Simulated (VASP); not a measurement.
Runs of VASP 6.6.1 on Ru. The structure is that of space group P6_3/mmc (No. 194), or close to it. The cells are those of the table. 

```csv
cell,k mesh,smearing,gap on the mesh (eV),pressure (GPa)
"a = 2.674, b = 2.674, c = 4.227 Å, angles 90.0, 90.0, 120.0°, 2 atoms",18 × 18 × 10,gaussian 0.1 eV,none,12.9
"a = 2.645, b = 2.645, c = 4.187 Å, angles 90.0, 90.0, 120.0°, 2 atoms",18 × 18 × 10,gaussian 0.1 eV,none,26.3
"a = 2.730, b = 2.730, c = 4.304 Å, angles 90.0, 90.0, 120.0°, 2 atoms",18 × 18 × 10,gaussian 0.1 eV,none,(a)
"a = 2.758, b = 2.758, c = 4.341 Å, angles 90.0, 90.0, 120.0°, 2 atoms",18 × 18 × 10,gaussian 0.1 eV,none,-15.9
"a = 2.702, b = 2.702, c = 4.266 Å, angles 90.0, 90.0, 120.0°, 2 atoms",24 × 24 × 14,gaussian 0.15 eV,none,(b)
```

Alike in all rows: task single point; level r2SCAN; potentials or basis VASP PAW PBE potentials, release 64 (Ru_pv); no spin polarisation; cutoff (eV) 520.

**Question.** Estimate the missing entries.

**Answer.** (a) -8.0; (b) 1.6.

Caveats: the PAW data sets were made with another functional, which shifts forces and pressure a little; the cell stands under pressure (at least some runs); the cell stands under tension (at least some runs).

A k mesh can miss the band edges, and the runs leave out spin-orbit coupling on Ru.

A gap of «none» marks levels without a gap at the run's occupations.
